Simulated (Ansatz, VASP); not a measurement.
# One calculation of Mg3Si2N, two programs

```xyz
6
Lattice="5.6200 0.0000 0.0000 -2.8100 4.8670 0.0000 0.0000 0.0000 6.5706" Properties=species:S:1:pos:R:3 pbc="T T T"
Mg    2.8100    0.0000    3.2853
Mg   -1.4050    2.4335    3.2853
Mg    1.4050    2.4335    3.2853
Si    0.0000    0.0000    4.9985
Si    0.0000    0.0000    1.5721
N     0.0000    0.0000    3.2853
```

Alike in both runs: task single point; functional PBE; k mesh 6 × 6 × 4; occupations gaussian, width 0.1 eV; collinear spin.

|  | VASP | Ansatz |
| --- | --- | --- |
| version | VASP 6.6.1 | Ansatz 0.2.0 |
| potentials or method | VASP PAW PBE potentials, release 64 (Mg, Si, N), cutoff 520 eV | scalar-relativistic, plane waves, PAW |
| valence electrons in the cell | 19 | 43 |

Ansatz gave:

| Quantity | Value |
| --- | --- |
| gap on the k mesh at the Fermi level (eV) | none |
| pressure (GPa) | 0.0 |
| traceless stress, the component that is largest in VASP (GPa) | 0.04 |
| rms of the force components (eV/Å) | 0.001 |
| net moment per atom (μB) | 0.00 |

Problem. Which values does VASP return?

Solution. gap on the k mesh at the Fermi level (eV): none; pressure (GPa): 0.0; traceless stress, the component that is largest in VASP (GPa): 0.07; rms of the force components (eV/Å): 0.003; net moment per atom (μB): 0.00.

Atom by atom the forces differ by 0.004 eV/Å (rms over components). A gap of «none» marks a metal or a gap that the smearing closes. VASP's potentials hold 19 valence electrons a cell and Ansatz's 43, so a difference there can come from the potentials and not from the codes. Ansatz's warnings: seeded moment not kept.
